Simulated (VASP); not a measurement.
# Nb (Fm-3m) in VASP: notebook

The runs below take Nb through single point, with PBE.

Everything below comes from runs of VASP 6.6.1. Logs are shortened: lines on timing, memory, paths and dates and some standing lists are left out, and cuts for length are marked.

### Step 1. The cell of the first run

The structure is cubic, space group Fm-3m (No. 225). The conventional cell has a = 4.222 Å, b = 4.222 Å, c = 4.222 Å, α = 90.00°, β = 90.00°, γ = 90.00°. Within 3.9 Å of Nb (site symmetry m-3m) lie 12 Nb at 2.99 Å.

### Step 2. Single point, PBE

Contents of INCAR:

```
SYSTEM = Nb
ALGO = Normal
EDIFF = 1E-6
ENCUT = 500
GGA = PE
GGA_COMPAT = .False.
ISIF = 2
ISMEAR = 0
LASPH = .True.
LCHARG = .True.
LELF = .True.
LREAL = .False.
LVHAR = .True.
LWAVE = .False.
NBANDS = 12
NELM = 120
PREC = Accurate
SIGMA = 0.05
```

Contents of KPOINTS:

```
k-points
0
Gamma
  8 8 8
  0 0 0
```

Contents of POSCAR:

```
Nb
1.0
    0.0000000000      2.1112393916      2.1112393916
    2.1112393916      0.0000000000      2.1112393916
    2.1112393916      2.1112393916      0.0000000000
Nb
1
Direct
    0.0000000000      0.0000000000      0.0000000000
```

Potentials or basis: VASP PAW PBE potentials, release 64 (Nb_sv).

Launch:

```sh
$ cat potpaw_PBE.64/Nb_sv/POTCAR > POTCAR
$ mpirun -np 1 vasp_std > vasp.out
```

OUTCAR:

```text
SYSTEM = Nb
   EDIFF = 1E-6
   ENCUT = 500
   GGA = PE
   ISIF = 2
   ISMEAR = 0
   LASPH = .True.
   LREAL = .False.
   NELM = 120
   PREC = Accurate

 ion  position               nearest neighbor table
   1  0.000  0.000  0.000-

  LATTYP: Found a face centered cubic cell.
 ALAT       =     4.2224787832

  Lattice vectors:

 A1 = (   0.0000000000,   2.1112393916,   2.1112393916)
 A2 = (   2.1112393916,   0.0000000000,   2.1112393916)
 A3 = (   2.1112393916,   2.1112393916,   0.0000000000)

Analysis of symmetry for initial positions (statically):
=====================================================================
 Subroutine PRICEL returns:
 Original cell was already a primitive cell.

 Routine SETGRP: Setting up the symmetry group for a
 face centered cubic supercell.

 Subroutine GETGRP returns: Found 48 space group operations
 (whereof 48 operations were pure point group operations)
 out of a pool of 48 trial point group operations.

The static configuration has the point symmetry O_h .

Analysis of symmetry for dynamics (positions and initial velocities):
=====================================================================
 Subroutine PRICEL returns:
 Original cell was already a primitive cell.

 Routine SETGRP: Setting up the symmetry group for a
 face centered cubic supercell.

 Subroutine GETGRP returns: Found 48 space group operations
 (whereof 48 operations were pure point group operations)
 out of a pool of 48 trial point group operations.

The dynamic configuration has the point symmetry O_h .

 Subroutine INISYM returns: Found 48 space group operations
 (whereof 48 operations are pure point group operations),
 and found     1 'primitive' translations

----------------------------------------------------------------------------------------

                                     Primitive cell

  volume of cell :      18.8210

  direct lattice vectors                    reciprocal lattice vectors
     0.000000000  2.111239392  2.111239392    -0.236827715  0.236827715  0.236827715
     2.111239392  0.000000000  2.111239392     0.236827715 -0.236827715  0.236827715
     2.111239392  2.111239392  0.000000000     0.236827715  0.236827715 -0.236827715

  length of vectors
     2.985743381  2.985743381  2.985743381     0.410197634  0.410197634  0.410197634

  position of ions in fractional coordinates (direct lattice)
     0.000000000  0.000000000  0.000000000

  ion indices of the primitive-cell ions
   primitive index   ion index
                 1           1

----------------------------------------------------------------------------------------

 KPOINTS: k-points

Automatic generation of k-mesh.
 Grid dimensions read from file:
 generate k-points for:    8    8    8

 Generating k-lattice:

  Cartesian coordinates                     Fractional coordinates (reciprocal lattice)
    -0.029603464  0.029603464  0.029603464     0.125000000  0.000000000  0.000000000
     0.029603464 -0.029603464  0.029603464     0.000000000  0.125000000  0.000000000
     0.029603464  0.029603464 -0.029603464     0.000000000  0.000000000  0.125000000

  Length of vectors
     0.051274704  0.051274704  0.051274704

  Shift w.r.t. Gamma in fractional coordinates (k-lattice)
     0.000000000  0.000000000  0.000000000

 Subroutine IBZKPT returns following result:
 ===========================================

 Found     29 irreducible k-points:

 Following reciprocal coordinates:
            Coordinates               Weight
  0.000000  0.000000  0.000000      1.000000
  0.125000  0.000000  0.000000      8.000000
  0.250000  0.000000  0.000000      8.000000
  0.375000  0.000000  0.000000      8.000000
  0.500000  0.000000  0.000000      4.000000
  0.125000  0.125000  0.000000      6.000000
[... 16 lines left out ...]
  0.500000  0.250000  0.125000     48.000000
 -0.375000  0.250000  0.125000     24.000000
 [... further k-points ...]
   k-points           NKPTS =     29   k-points in BZ     NKDIM =     29   number of bands    NBANDS=     12
   number of dos      NEDOS =    301   number of ions     NIONS =      1
   total plane-waves  NPLWV =  13824
   dimension x,y,z NGX =    24 NGY =   24 NGZ =   24
   dimension x,y,z NGXF=    48 NGYF=   48 NGZF=   48
   ions per type =               1
   NGX,Y,Z   is equivalent  to a cutoff of  13.36, 13.36, 13.36 a.u.
   NGXF,Y,Z  is equivalent  to a cutoff of  26.73, 26.73, 26.73 a.u.
 SYSTEM =  Nb
   PREC   = accura    normal or accurate (medium, high low for compatibility)
   ISTART =      0    job   : 0-new  1-cont  2-samecut
   ICHARG =      2    charge: 1-file 2-atom 10-const
   ISPIN  =      1    spin polarized calculation?
   LNONCOLLINEAR =      F non collinear calculations
   LSORBIT =      F    spin-orbit coupling
   LASPH  =      T    aspherical Exc in radial PAW
   ENCUT  =  500.0 eV  36.75 Ry    6.06 a.u.   5.44  5.44  5.44*2*pi/ulx,y,z
   NELM   =    120;   NELMIN=  2; NELMDL= -5     # of ELM steps
   EDIFF  = 0.1E-05   stopping-criterion for ELM
   LREAL  =      F    real-space projection
   EDIFFG = 0.1E-04   stopping-criterion for IOM
   NSW    =      0    number of steps for IOM
   IBRION =     -1    ionic relax: 0-MD 1-quasi-New 2-CG
   NFREE  =      0    steps in history (QN), initial steepest desc. (CG)
   ISIF   =      2    stress and relaxation
   ISYM   =      2    0-nonsym 1-usesym 2-fastsym
   POTIM  = 0.5000    time-step for ionic-motion
   TEBEG  =    0.0;   TEEND  =   0.0 temperature during run
   PSTRESS=    0.0 pullay stress
   NELECT =      13.0000    total number of electrons
   NUPDOWN=      -1.0000    fix difference up-down
   EMIN   =  10.00;   EMAX   =-10.00  energy-range for DOS
   EFERMI =   0.00;   METHOD = LEGACY
   ISMEAR =     0;   SIGMA  =   0.05  broadening in eV -4-tet -1-fermi 0-gaus
   EFERMI_NEDOS =   21; number of points for ismear=-14 and -15
   IALGO  =     38    algorithm
   IMIX   =      4    mixing-type and parameters
     AMIX     =   0.40;   BMIX     =  1.00
     AMIX_MAG =   1.60;   BMIX_MAG =  1.00
  volume/ion in A,a.u.               =      18.82       127.01
  Fermi-wavevector in a.u.,A,eV,Ry     =   1.447133  2.734685 28.493241  2.094194
  Thomas-Fermi vector in A             =   2.565123
   LORBIT       =      0    0 simple, 1 ext, 2 COOP (PROOUT), +10 PAW based schemes
   GGA     = PE    functional components
   LHFCALC =     F    Hartree Fock is set to
   AEXX    =    0.0000 exact exchange contribution
   IVDW    =     0    specifies the selected vdW correction
   LEPSILON=     F    determine dielectric tensor
   LRPA    =     F    only Hartree local field effects (RPA)
 non-spin polarized calculation
 Gauss-broadening in eV      SIGMA  =   0.05
  energy-cutoff  :      500.00
  volume of cell :       18.82
 maximum number of plane-waves:       531
 NGX is ok and might be reduce to    24
   NGX = 11   NGY = 11   NGZ = 11

 number of electron      13.0000001 magnetization

 Free energy of the ion-electron system (eV)
  ---------------------------------------------------
  ext. energy  EPLUGINS =         0.00000000
  ---------------------------------------------------
  free energy    TOTEN  =        -9.88429322 eV

  energy without entropy =       -9.88219661  energy(sigma->0) =       -9.88324492

 E-fermi :  10.9371     XC(G=0): -12.2751

 val. band max:       10.9050352932   @ k =   0.5000   0.2500   0.0000
 cond. band min:      10.9545336398   @ k =  -0.2500   0.1250   0.0000
 fundamental gap:      0.0494983465
 Fermi energy:        10.9371290421

 k-point     1 :       0.0000    0.0000    0.0000
  band No.  band energies     occupation
      1     -43.8521      2.00000
      2     -19.2463      2.00000
      3     -19.2463      2.00000
      4     -19.2463      2.00000
      5       4.7111      2.00000
      6      11.0435      0.00262
      7      11.0435      0.00262
      8      11.0435      0.00262
      9      13.6264      0.00000
     10      13.6264      0.00000
     11      22.7493      0.00000
     12      27.5072      0.00000

 k-point     2 :       0.1250    0.0000    0.0000
  band No.  band energies     occupation
      1     -43.8245      2.00000
      2     -19.4288      2.00000
      3     -19.2689      2.00000
      4     -19.2689      2.00000
      5       5.2701      2.00000
      6      10.6496      2.00000
      7      11.2777      0.00000
      8      11.2777      0.00000
      9      13.4432      0.00000
     10      13.4432      0.00000
     11      23.8028      0.00000
     12      25.7300      0.00000

 k-point     3 :       0.2500    0.0000    0.0000
  band No.  band energies     occupation
      1     -43.7574      2.00000
      2     -19.8543      2.00000
      3     -19.3233      2.00000
      4     -19.3233      2.00000
      5       6.5107      2.00000
      6      10.2454      2.00000
      7      11.4103      0.00000
      8      11.4103      0.00000
      9      13.6916      0.00000
     10      13.6916      0.00000
     11      23.2026      0.00000
     12      26.0240      0.00000
[... 286 lines left out ...]
 k-point    23 :       0.5000    0.2500    0.1250
  band No.  band energies     occupation
      1     -43.6524      2.00000
      2     -20.1699      2.00000
      3     -19.6724      2.00000
      4     -19.4621      2.00000
      5       8.2930      2.00000
      6       9.5345      2.00000
      7      10.1664      2.00000
      8      12.3897      0.00000
      9      14.4217      0.00000
     10      17.0571      0.00000
     11      22.4850      0.00000
     12      25.5046      0.00000

 k-point    24 :      -0.3750    0.2500    0.1250
  band No.  band energies     occupation
      1     -43.6295      2.00000
      2     -20.2628      2.00000
      3     -19.7130      2.00000
      4     -19.4981      2.00000
      5       8.3631      2.00000
      6       9.3285      2.00000
      7      10.8138      1.99951
      8      12.1091      0.00000
      9      15.2256      0.00000
     10      18.2102      0.00000
     11      20.5018      0.00000
     12      25.0486      0.00000

 [... further k-points ...]
[... 5 lines left out ...]
  --------------------------------------------------------------------------------------
  -------------------------------------------------------------------------------------
  Total       -0.1320045     -0.1320045     -0.1320045      0.0000000     -0.0000000      0.0000000
  in kB      -11.2371715    -11.2371715    -11.2371715      0.0000000     -0.0000000      0.0000000
  external PRESSURE =     -11.2371715 kB  Pullay stress =       0.0000000 kB

 VOLUME and BASIS-vectors are now :
 -----------------------------------------------------------------------------
  energy-cutoff  :      500.00
  volume of cell :       18.82
      direct lattice vectors                 reciprocal lattice vectors
     0.000000000  2.111239392  2.111239392    -0.236827715  0.236827715  0.236827715
     2.111239392  0.000000000  2.111239392     0.236827715 -0.236827715  0.236827715
     2.111239392  2.111239392  0.000000000     0.236827715  0.236827715 -0.236827715

 POSITION                                       TOTAL-FORCE (eV/Angst)
 -----------------------------------------------------------------------------------
      0.00000      0.00000      0.00000         0.000000     -0.000000      0.000000
 -----------------------------------------------------------------------------------
    total drift:                                0.000000     -0.000000     -0.000000

  FREE ENERGIE OF THE ION-ELECTRON SYSTEM (eV)
  ---------------------------------------------------
  free  energy   TOTEN  =        -9.8842932176 eV

  energy  without entropy=       -9.8821966134  energy(sigma->0) =       -9.88324492
```

It used 20 s of CPU time on 1 thread of AMD EPYC 7R13 Processor (Zen 3), on a shared host.

Results:

```
Free energy : -9.8843 eV
Pressure    : -1.1 GPa
```

### Step 3. Single point, PBE

This run uses another cell than the first one, of 18.72 Å³/atom, 0.995 times its volume.

INCAR: that of step 2 with these lines changed.

```diff
@@ -9,6 +9,4 @@
 LASPH = .True.
-LCHARG = .True.
-LELF = .True.
+LCHARG = .False.
 LREAL = .False.
-LVHAR = .True.
 LWAVE = .False.
```

KPOINTS is that of step 2.

Contents of POSCAR:

```
Nb
1.0
    0.0000000000      2.1076182744      2.1076182744
    2.1076182744      0.0000000000      2.1076182744
    2.1076182744      2.1076182744      0.0000000000
Nb
1
Direct
    0.0000000000      0.0000000000      0.0000000000
```

Potentials or basis: VASP PAW PBE potentials, release 64 (Nb_sv).

Launch:

```sh
$ cat potpaw_PBE.64/Nb_sv/POTCAR > POTCAR
$ mpirun -np 1 vasp_std > vasp.out
```

It used 10 s of CPU time on 1 thread of AMD EPYC 7R13 Processor (Zen 3), on a shared host.

Results (log left out):

```
Free energy : -9.8847 eV
Pressure    : -0.3 GPa
```

Levels at points of the mesh, in eV from the Fermi level:
```tsv
k point	band 4	band 5	band 6	band 7	band 8	band 9
(0.00, 0.00, 0.00)	-30.17	-6.24	0.10	0.10	0.10	2.71
(0.50, 0.00, 0.00)	-30.32	-3.84	-0.08	-0.08	1.37	4.67
(0.50, 0.50, 0.00)	-30.59	-4.07	-3.33	3.59	4.66	5.24
```
